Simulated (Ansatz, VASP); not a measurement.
## LaFeGe in VASP and in Ansatz

```
La Ge Fe
1.0
     4.23181    0.00000    0.00000
    -2.11590    3.66485    0.00000
     0.00000    0.00000    4.28578
La Ge Fe
1 1 1
Cartesian
  0.0000 0.0000 0.0000
  2.1159 1.2216 2.1429
  0.0000 2.4432 2.1429
```

Alike in both runs: task single point; functional PBE; k mesh 6 × 6 × 5; occupations fermi-dirac, width 0.05 eV; collinear spin; fixed moment 2.2 μB.

|  | VASP | Ansatz |
| --- | --- | --- |
| version | VASP 6.6.1 | Ansatz 0.2.0 |
| potentials or method | VASP PAW PBE potentials, release 64 (La, Ge_d, Fe) | Ansatz PAW |
| plane-wave cutoff (eV) | 520 | 420 |
| valence electrons in the cell | 33 | 41 |

```tsv
	VASP	Ansatz	Ansatz less VASP
pressure (GPa)	-0.1	-0.1	-0.03
traceless stress, the component that is largest in VASP (GPa)	-0.53	-0.47	+0.064
net moment per atom (μB)	0.73	0.73	0.000
size of the moment on the site where the two differ most (μB)	2.24	2.19	-0.052
```

Site moments also hang on the region over which each program counts them. VASP's potentials hold 33 valence electrons a cell and Ansatz's 41, so a difference there can come from the potentials and not from the codes.

Spin-orbit coupling is off throughout.
